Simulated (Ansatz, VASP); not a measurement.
Two plane-wave programs on AlN

INCAR

```
  PREC = Accurate
  ENCUT = 520
  EDIFF = 1E-7
  ISMEAR = 0
  SIGMA = 0.01
  LREAL = False
  LASPH = True
  NELM = 80
  ALGO = Normal
  ISIF = 2
  LWAVE = False
  LCHARG = True
  GGA = PE
  LELF = True
  LVHAR = True
  NBANDS = 11
```

The input KPOINTS:

```
regular mesh
0
Gamma
  7 7 7
```

Contents of POSCAR:

```
AlN
1.0
    0.0000000000      2.1839940000      2.1839940000
    2.1839940000      0.0000000000      2.1839940000
    2.1839940000      2.1839940000      0.0000000000
Al N
1 1
Direct
    0.0000000000      0.0000000000      0.0000000000
    0.7500000000      0.7500000000      0.7500000000
```

Input for Ansatz:

```yaml
crystal:
  lattice:
    - [0.0, 2.183994, 2.183994]
    - [2.183994, 0.0, 2.183994]
    - [2.183994, 2.183994, 0.0]
  atoms:
    - { symbol: Al, position: [0.0, 0.0, 0.0] }
    - { symbol: "N", position: [0.75, 0.75, 0.75] }
kpoints:
  mp_grid:
    grid: [7, 7, 7]
    shift: [0.0, 0.0, 0.0]
hamiltonian:
  xc: pbe
  pseudopotentials:
    kind: paw
scf:
  occupations:
    method: fixed
output:
  forces: true
  stress: true
  eigenvalues: true
```

Alike in both runs: task single point; functional PBE; k mesh 7 × 7 × 7; no spin polarisation.

|  | VASP | Ansatz |
| --- | --- | --- |
| version | VASP 6.6.1 | Ansatz 0.2.0 |
| potentials or method | VASP PAW PBE potentials, release 64 (Al, N) | plane waves, PAW |
| plane-wave cutoff (eV) | 520 | 420 |
| occupations | gaussian, width 0.01 eV | fixed |
| valence electrons in the cell | 8 | 8 |

VASP gave:

- gap on the k mesh at the Fermi level (eV): 3.62
- pressure (GPa): 4.6

Q: Estimate Ansatz's values.

A: gap on the k mesh at the Fermi level (eV): 3.63; pressure (GPa): 4.9.
